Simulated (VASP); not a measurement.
GaN: single point with PBE

The system is GaN.

```
CELL_PARAMETERS angstrom
0.00000 2.26564 2.26564
2.26564 0.00000 2.26564
2.26564 2.26564 0.00000
ATOMIC_POSITIONS crystal
Ga 0.00000 0.00000 0.00000
N 0.75000 0.75000 0.75000
```

```json
{
  "Program": "VASP 6.6.1",
  "Task": "single point",
  "Functional": "PBE",
  "Potentials or basis": "VASP PAW PBE potentials, release 64 (Ga_d, N)",
  "Cutoff": "520 eV",
  "k mesh": "8 × 8 × 8",
  "Occupations": "fermi-dirac, width 0.1 eV",
  "Spin": "no spin polarisation",
  "Dipole correction": "no",
  "Further INCAR settings": "ALGO = Normal; EDIFF = 1e-07; NBANDS = 16"
}
```

```json
{"Pressure": "2.1 GPa", "Band gap on the k mesh": "1.62 eV, direct"}
```

Levels at points of the mesh, in eV from the valence-band top:
```csv
k point,band 6,band 7,band 8,band 9,band 10,band 11,band 12,band 13
"(0.00, 0.00, 0.00)",-13.13,0.00,0.00,0.00,1.62,10.20,10.20,10.20
"(0.50, 0.00, 0.00)",-11.88,-6.93,-0.95,-0.95,4.53,8.65,10.28,10.28
"(0.50, 0.50, 0.00)",-11.45,-6.06,-2.65,-2.65,3.35,6.57,11.59,13.79
```

Wall time 12 s on 1 thread of AMD EPYC 7R13 Processor (Zen 3), on a shared host, peak memory 0.11 GiB.
